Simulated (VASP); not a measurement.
Set up this calculation in VASP 6.6.1, as the native input.

* Task: single point
* Functional: PBE
* Dispersion: D3(BJ)
* Potentials or basis: VASP PAW PBE potentials, release 64 (Sn_d, O)
* Cutoff: 520 eV
* k mesh: 9 × 9 × 9
* Occupations: fermi-dirac, width 0.05 eV
* Spin: no spin polarisation
* Dipole correction: no
* Further INCAR settings: ALGO = Normal; EDIFF = 1e-06; NBANDS = 20

The structure of SnO2 lies in POSCAR:

```
SnO2
1.0
    0.0000000000      2.5565464187      2.5565464187
    2.5565464187      0.0000000000      2.5565464187
    2.5565464187      2.5565464187      0.0000000000
Sn O
1 2
Direct
    0.0000000000      0.0000000000      0.0000000000
    0.7500000000      0.7500000000      0.7500000000
    0.2500000000      0.2500000000      0.2500000000
```

The input as run:

INCAR

```
SYSTEM = SnO2
PREC     = Accurate       ! precision mode
ENCUT    = 520            ! plane-wave cutoff, eV
EDIFF    = 1E-6           ! SCF threshold, eV
ISMEAR   = -1             ! smearing method
SIGMA    = 0.05           ! smearing width, eV
LREAL    = .False.        ! projectors in reciprocal space
LASPH    = .True.         ! aspherical terms in the spheres
NELM     = 100            ! most SCF steps
ALGO     = Normal         ! electronic algorithm
ISIF     = 2              ! what is computed and relaxed
LWAVE    = .False.        ! write WAVECAR
LCHARG   = .False.        ! write CHGCAR
GGA      = PE             ! functional
IVDW     = 12             ! dispersion correction
NBANDS   = 20             ! bands
```

KPOINTS

```
Automatic mesh
0
Gamma
  9 9 9
  0 0 0
```

Potentials or basis: VASP PAW PBE potentials, release 64 (Sn_d, O).

The run is started by

```bash
$ cat potpaw_PBE.64/Sn_d/POTCAR potpaw_PBE.64/O/POTCAR > POTCAR
$ mpirun -np 1 vasp_std > vasp.out
```

Results of the run:

```yaml
Pressure: 0.6 GPa
Dispersion_energy_per_atom: -0.238 eV
```

Wall time 43 s on 1 thread of AMD EPYC 7R13, with other jobs on the host, peak memory 0.15 GiB.
